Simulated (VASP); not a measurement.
# MgO (pbesol) (Fm-3m) in VASP: notebook

MgO (pbesol) is run at these levels: PBEsol; tasks: single point, relaxation of cell and atoms.

Everything below comes from runs of VASP 6.6.1. Logs are shortened: lines on timing, memory, paths and dates and some standing lists are left out, and cuts for length are marked.

**What was measured.**

“Electronic structure of alkaline earth and post-transition metal oxides”, 2009, arxiv:0908.1581 quotes, for a bulk crystal of MgO: band gap 7.83 eV.

The runs below are set against these values where they give the same quantity.

### 1 The cell of the first run

It takes space group Fm-3m (No. 225, cubic). The conventional cell has a = 4.214 Å, b = 4.214 Å, c = 4.214 Å, α = 90.00°, β = 90.00°, γ = 90.00°. Mg (site symmetry m-3m) has 6 O at 2.11 Å within 2.8 Å. Within 2.8 Å of O (site symmetry m-3m) lie 6 Mg at 2.11 Å.

### 2 Single point, PBEsol

File INCAR:

```
  ALGO = Normal
  EDIFF = 1E-6
  ENCUT = 520
  GGA = PS
  ISIF = 2
  ISMEAR = 0
  LASPH = True
  LCHARG = False
  LREAL = False
  LWAVE = False
  NBANDS = 11
  NELM = 60
  PREC = Accurate
  SIGMA = 0.02
```

File KPOINTS:

```
k-points
0
Gamma
  10 10 10
```

File POSCAR:

```
MgO
1.0
    0.0000000000      2.1071294711      2.1071294711
    2.1071294711      0.0000000000      2.1071294711
    2.1071294711      2.1071294711      0.0000000000
Mg O
1 1
Direct
    0.0000000000      0.0000000000      0.0000000000
    0.5000000000      0.5000000000      0.5000000000
```

Potentials or basis: VASP PAW PBE potentials, release 64 (Mg, O).

On the command line:

```
$ cat potpaw_PBE.64/Mg/POTCAR potpaw_PBE.64/O/POTCAR > POTCAR
$ mpirun -np 1 vasp_std > vasp.out
```

OUTCAR:

```text
EDIFF = 1E-6
   ENCUT = 520
   GGA = PS
   ISIF = 2
   ISMEAR = 0
   LASPH = True
   LREAL = False
   NELM = 60
   PREC = Accurate

 ion  position               nearest neighbor table
   1  0.000  0.000  0.000-   2 2.11   2 2.11   2 2.11   2 2.11   2 2.11   2 2.11
   2  0.500  0.500  0.500-   1 2.11   1 2.11   1 2.11   1 2.11   1 2.11   1 2.11

  LATTYP: Found a face centered cubic cell.
 ALAT       =     4.2142589422

  Lattice vectors:

 A1 = (   0.0000000000,   2.1071294711,   2.1071294711)
 A2 = (   2.1071294711,   0.0000000000,   2.1071294711)
 A3 = (   2.1071294711,   2.1071294711,   0.0000000000)

Analysis of symmetry for initial positions (statically):
=====================================================================
 Subroutine PRICEL returns:
 Original cell was already a primitive cell.

 Routine SETGRP: Setting up the symmetry group for a
 face centered cubic supercell.

 Subroutine GETGRP returns: Found 48 space group operations
 (whereof 48 operations were pure point group operations)
 out of a pool of 48 trial point group operations.

The static configuration has the point symmetry O_h .

Analysis of symmetry for dynamics (positions and initial velocities):
=====================================================================
 Subroutine PRICEL returns:
 Original cell was already a primitive cell.

 Routine SETGRP: Setting up the symmetry group for a
 face centered cubic supercell.

 Subroutine GETGRP returns: Found 48 space group operations
 (whereof 48 operations were pure point group operations)
 out of a pool of 48 trial point group operations.

The dynamic configuration has the point symmetry O_h .

 Subroutine INISYM returns: Found 48 space group operations
 (whereof 48 operations are pure point group operations),
 and found     1 'primitive' translations

----------------------------------------------------------------------------------------

                                     Primitive cell

  volume of cell :      18.7113

  direct lattice vectors                    reciprocal lattice vectors
     0.000000000  2.107129471  2.107129471    -0.237289643  0.237289643  0.237289643
     2.107129471  0.000000000  2.107129471     0.237289643 -0.237289643  0.237289643
     2.107129471  2.107129471  0.000000000     0.237289643  0.237289643 -0.237289643

  length of vectors
     2.979931076  2.979931076  2.979931076     0.410997718  0.410997718  0.410997718

  position of ions in fractional coordinates (direct lattice)
     0.000000000  0.000000000  0.000000000
     0.500000000  0.500000000  0.500000000

  ion indices of the primitive-cell ions
   primitive index   ion index
                 1           1
                 2           2

----------------------------------------------------------------------------------------

 KPOINTS: k-points

Automatic generation of k-mesh.
 Grid dimensions read from file:
 generate k-points for:   10   10   10

 Generating k-lattice:

  Cartesian coordinates                     Fractional coordinates (reciprocal lattice)
    -0.023728964  0.023728964  0.023728964     0.100000000  0.000000000  0.000000000
     0.023728964 -0.023728964  0.023728964     0.000000000  0.100000000  0.000000000
     0.023728964  0.023728964 -0.023728964     0.000000000  0.000000000  0.100000000

  Length of vectors
     0.041099772  0.041099772  0.041099772

  Shift w.r.t. Gamma in fractional coordinates (k-lattice)
     0.000000000  0.000000000  0.000000000

 Subroutine IBZKPT returns following result:
 ===========================================

 Found     47 irreducible k-points:

 Following reciprocal coordinates:
            Coordinates               Weight
  0.000000  0.000000  0.000000      1.000000
  0.100000  0.000000  0.000000      8.000000
  0.200000  0.000000  0.000000      8.000000
  0.300000  0.000000  0.000000      8.000000
  0.400000  0.000000  0.000000      8.000000
  0.500000  0.000000  0.000000      4.000000
[... 16 lines left out ...]
  0.300000  0.300000  0.000000      6.000000
  0.400000  0.300000  0.000000     24.000000
 [... further k-points ...]
   k-points           NKPTS =     47   k-points in BZ     NKDIM =     47   number of bands    NBANDS=     11
   number of dos      NEDOS =    301   number of ions     NIONS =      2
   total plane-waves  NPLWV =  13824
   dimension x,y,z NGX =    24 NGY =   24 NGZ =   24
   dimension x,y,z NGXF=    48 NGYF=   48 NGZF=   48
   ions per type =               1   1
   NGX,Y,Z   is equivalent  to a cutoff of  13.39, 13.39, 13.39 a.u.
   NGXF,Y,Z  is equivalent  to a cutoff of  26.78, 26.78, 26.78 a.u.
 SYSTEM =  unknown system
   PREC   = accura    normal or accurate (medium, high low for compatibility)
   ISTART =      0    job   : 0-new  1-cont  2-samecut
   ICHARG =      2    charge: 1-file 2-atom 10-const
   ISPIN  =      1    spin polarized calculation?
   LNONCOLLINEAR =      F non collinear calculations
   LSORBIT =      F    spin-orbit coupling
   LASPH  =      T    aspherical Exc in radial PAW
   ENCUT  =  520.0 eV  38.22 Ry    6.18 a.u.   5.54  5.54  5.54*2*pi/ulx,y,z
   NELM   =     60;   NELMIN=  2; NELMDL= -5     # of ELM steps
   EDIFF  = 0.1E-05   stopping-criterion for ELM
   LREAL  =      F    real-space projection
   EDIFFG = 0.1E-04   stopping-criterion for IOM
   NSW    =      0    number of steps for IOM
   IBRION =     -1    ionic relax: 0-MD 1-quasi-New 2-CG
   NFREE  =      0    steps in history (QN), initial steepest desc. (CG)
   ISIF   =      2    stress and relaxation
   ISYM   =      2    0-nonsym 1-usesym 2-fastsym
   POTIM  = 0.5000    time-step for ionic-motion
   TEBEG  =    0.0;   TEEND  =   0.0 temperature during run
   PSTRESS=    0.0 pullay stress
   NELECT =       8.0000    total number of electrons
   NUPDOWN=      -1.0000    fix difference up-down
   EMIN   =  10.00;   EMAX   =-10.00  energy-range for DOS
   EFERMI =   0.00;   METHOD = LEGACY
   ISMEAR =     0;   SIGMA  =   0.02  broadening in eV -4-tet -1-fermi 0-gaus
   EFERMI_NEDOS =   21; number of points for ismear=-14 and -15
   IALGO  =     38    algorithm
   IMIX   =      4    mixing-type and parameters
     AMIX     =   0.40;   BMIX     =  1.00
     AMIX_MAG =   1.60;   BMIX_MAG =  1.00
  volume/ion in A,a.u.               =       9.36        63.13
  Fermi-wavevector in a.u.,A,eV,Ry     =   1.233304  2.330607 20.695001  1.521040
  Thomas-Fermi vector in A             =   2.368040
   LORBIT       =      0    0 simple, 1 ext, 2 COOP (PROOUT), +10 PAW based schemes
   GGA     = PS    functional components
   LHFCALC =     F    Hartree Fock is set to
   AEXX    =    0.0000 exact exchange contribution
   IVDW    =     0    specifies the selected vdW correction
   LEPSILON=     F    determine dielectric tensor
   LRPA    =     F    only Hartree local field effects (RPA)
 non-spin polarized calculation
 Gauss-broadening in eV      SIGMA  =   0.02
  energy-cutoff  :      520.00
  volume of cell :       18.71
 maximum number of plane-waves:       531
 NGX is ok and might be reduce to    24
   NGX = 11   NGY = 11   NGZ = 11

 number of electron       8.0000005 magnetization

 Free energy of the ion-electron system (eV)
  ---------------------------------------------------
  ext. energy  EPLUGINS =         0.00000000
  ---------------------------------------------------
  free energy    TOTEN  =       -12.51246701 eV

  energy without entropy =      -12.51246701  energy(sigma->0) =      -12.51246701

 E-fermi :   3.1474     XC(G=0): -11.3028

 val. band max:        3.0555994723   @ k =   0.0000   0.0000   0.0000
 cond. band min:       7.6747638311   @ k =   0.0000   0.0000   0.0000
 fundamental gap:      4.6191643589
 Fermi energy:         3.1473876114

 k-point     1 :       0.0000    0.0000    0.0000
  band No.  band energies     occupation
      1     -14.1422      2.00000
      2       3.0556      2.00000
      3       3.0556      2.00000
      4       3.0556      2.00000
      5       7.6748      0.00000
      6      18.6787      0.00000
      7      18.6787      0.00000
      8      18.6787      0.00000
      9      22.5172      0.00000
     10      24.3990      0.00000
     11      24.3990      0.00000

 k-point     2 :       0.1000    0.0000    0.0000
  band No.  band energies     occupation
      1     -14.0347      2.00000
      2       2.3923      2.00000
      3       2.9871      2.00000
      4       2.9871      2.00000
      5       8.3094      0.00000
      6      17.4177      0.00000
      7      18.9197      0.00000
      8      18.9197      0.00000
      9      23.6723      0.00000
     10      23.6723      0.00000
     11      24.1944      0.00000

 k-point     3 :       0.2000    0.0000    0.0000
  band No.  band energies     occupation
      1     -13.7388      2.00000
      2       1.0557      2.00000
      3       2.8137      2.00000
      4       2.8137      2.00000
      5       9.5025      0.00000
      6      15.9109      0.00000
      7      19.4088      0.00000
      8      19.4088      0.00000
      9      22.9767      0.00000
     10      22.9767      0.00000
     11      25.1519      0.00000

 k-point     4 :       0.3000    0.0000    0.0000
  band No.  band energies     occupation
      1     -13.3387      2.00000
      2      -0.2794      2.00000
      3       2.6099      2.00000
      4       2.6099      2.00000
      5      10.4170      0.00000
      6      15.2486      0.00000
      7      19.5360      0.00000
      8      19.5360      0.00000
      9      23.4089      0.00000
     10      23.4089      0.00000
     11      24.5546      0.00000

 k-point     5 :       0.4000    0.0000    0.0000
  band No.  band energies     occupation
      1     -12.9792      2.00000
      2      -1.2560      2.00000
      3       2.4527      2.00000
      4       2.4527      2.00000
      5      10.7491      0.00000
      6      15.3650      0.00000
      7      19.3276      0.00000
      8      19.3276      0.00000
      9      23.9987      0.00000
     10      24.6496      0.00000
     11      24.6496      0.00000
[... 211 lines left out ...]
 k-point    21 :      -0.3000    0.2000    0.0000
  band No.  band energies     occupation
      1     -12.8994      2.00000
      2      -0.6601      2.00000
      3       1.2207      2.00000
      4       2.3946      2.00000
      5      12.1911      0.00000
      6      14.8299      0.00000
      7      17.1203      0.00000
      8      20.2437      0.00000
      9      23.1515      0.00000
     10      23.9658      0.00000
     11      27.9707      0.00000

 k-point    22 :      -0.2000    0.2000    0.0000
  band No.  band energies     occupation
      1     -13.2198      2.00000
      2      -0.0796      2.00000
      3       1.6978      2.00000
      4       2.6065      2.00000
      5      11.3886      0.00000
      6      14.7844      0.00000
      7      18.0322      0.00000
      8      20.7063      0.00000
      9      21.3545      0.00000
     10      24.2477      0.00000
     11      27.7235      0.00000

 k-point    23 :       0.3000    0.3000    0.0000
  band No.  band energies     occupation
      1     -13.1324      2.00000
      2      -0.1367      2.00000
      3       2.1067      2.00000
      4       2.1067      2.00000
      5      11.8063      0.00000
      6      13.2887      0.00000
      7      17.3459      0.00000
      8      20.8339      0.00000
      9      20.8339      0.00000
     10      27.0614      0.00000
     11      30.3157      0.00000

 k-point    24 :       0.4000    0.3000    0.0000
  band No.  band energies     occupation
      1     -12.8794      2.00000
      2      -0.5665      2.00000
      3       1.7347      2.00000
      4       1.9580      2.00000
      5      12.5074      0.00000
      6      13.0555      0.00000
      7      16.5185      0.00000
      8      21.0801      0.00000
      9      21.2843      0.00000
     10      27.7990      0.00000
     11      29.9172      0.00000

 [... further k-points ...]
[... 5 lines left out ...]
  --------------------------------------------------------------------------------------
  -------------------------------------------------------------------------------------
  Total       -0.0617941     -0.0617941     -0.0617941     -0.0000000      0.0000000      0.0000000
  in kB       -5.2911977     -5.2911977     -5.2911977     -0.0000000      0.0000000      0.0000000
  external PRESSURE =      -5.2911977 kB  Pullay stress =       0.0000000 kB

 VOLUME and BASIS-vectors are now :
 -----------------------------------------------------------------------------
  energy-cutoff  :      520.00
  volume of cell :       18.71
      direct lattice vectors                 reciprocal lattice vectors
     0.000000000  2.107129471  2.107129471    -0.237289643  0.237289643  0.237289643
     2.107129471  0.000000000  2.107129471     0.237289643 -0.237289643  0.237289643
     2.107129471  2.107129471  0.000000000     0.237289643  0.237289643 -0.237289643

 POSITION                                       TOTAL-FORCE (eV/Angst)
 -----------------------------------------------------------------------------------
      0.00000      0.00000      0.00000         0.000000     -0.000000     -0.000000
      2.10713      2.10713      2.10713         0.000000      0.000000      0.000000
 -----------------------------------------------------------------------------------
    total drift:                               -0.000000     -0.000000      0.000000

  FREE ENERGIE OF THE ION-ELECTRON SYSTEM (eV)
  ---------------------------------------------------
  free  energy   TOTEN  =       -12.5124670104 eV

  energy  without entropy=      -12.5124670104  energy(sigma->0) =      -12.51246701
```

Run time: 5.2 s. Hardware: 1 thread of Intel Xeon Platinum 8375C at 2.90GHz (Ice Lake), shared host; peak memory 0.14 GiB.

What came out:

| Item | Value |
| --- | --- |
| Free energy | -12.5125 eV |
| Pressure | -0.5 GPa |
| Band gap on the k mesh | 4.62 eV, direct |

Caveat: the PAW data sets were made with another functional, which shifts forces and pressure a little.

### 3 Relaxation of cell and atoms, PBEsol

File INCAR:

```
PREC = Accurate
ENCUT = 600
EDIFF = 1E-7
ISMEAR = 0
SIGMA = 0.02
LREAL = False
LASPH = True
NELM = 80
ALGO = Normal
ISIF = 3
LWAVE = False
LCHARG = False
GGA = PS
IBRION = 2
NSW = 100
EDIFFG = -0.002
```

File KPOINTS:

```
regular mesh
0
Gamma
  10 10 10
```

File POSCAR:

```
MgO
1.0
    0.0000000000      2.1085000000      2.1085000000
    2.1085000000      0.0000000000      2.1085000000
    2.1085000000      2.1085000000      0.0000000000
Mg O
1 1
Direct
    0.0000000000      0.0000000000      0.0000000000
    0.5000000000      0.5000000000      0.5000000000
```

Potentials or basis: VASP PAW PBE potentials, release 64 (Mg, O).

On the command line:

```
$ cat potpaw_PBE.64/Mg/POTCAR potpaw_PBE.64/O/POTCAR > POTCAR
$ mpirun -np 1 vasp_std > vasp.out
```

It took 11 s on 1 thread of Intel Xeon Platinum 8375C at 2.90GHz (Ice Lake), shared host; peak memory 0.15 GiB.

The run converged. Its results:

```
Free energy                            : -12.5157 eV
Relaxed volume                         : 9.31 Å³/atom
Relaxed cell                           : a = 2.975 Å, b = 2.975 Å, c = 2.975 Å, α = 60.00°, β = 60.00°, γ = 60.00°
Space group after relaxing (to 0.05 Å) : Fm-3m (No. 225)
Energy gained by relaxing              : 0.2 meV/atom
Ionic steps                            : 3
Pressure after relaxing                : 0.0 GPa
Band gap on the k mesh                 : 4.67 eV, direct
```

The path:
```csv
step,energy change (eV),largest force (eV/Å),pressure (GPa),volume (Å³)
1,0.0000,0.0000,-1.04,18.75
2,-0.0004,0.0000,0.36,18.58
3,-0.0004,0.0000,0.00,18.63
```

Final structure:
```xyz
2
Lattice="0.0000 2.1039 2.1039 2.1039 0.0000 2.1039 2.1039 2.1039 0.0000" Properties=species:S:1:pos:R:3 pbc="T T T"
Mg    0.0000    0.0000    0.0000
O     2.1039    2.1039    2.1039
```

Levels at points of the mesh, in eV from the valence-band top:
```csv
k point,band 1,band 2,band 3,band 4,band 5,band 6,band 7,band 8
"(0.00, 0.00, 0.00)",-17.22,0.00,0.00,0.00,4.67,15.65,15.65,15.65
"(0.50, 0.00, 0.00)",-15.90,-4.69,-0.67,-0.67,7.77,12.54,16.21,16.21
"(0.50, 0.50, 0.00)",-15.63,-4.16,-1.37,-1.37,8.93,9.91,13.00,18.89
```

Caveat: the PAW data sets were made with another functional, which shifts forces and pressure a little.

### 4 How close it comes

Step 2. Against the measured gap of MgO, 7.83 eV (quoted in “Electronic structure of alkaline earth and post-transition metal oxides”, 2009, arxiv:0908.1581), the calculated 4.62 eV is off by -3.21 eV. The value is that of PBEsol, without temperature or zero-point motion. Semilocal functionals fall short of measured gaps as a rule.
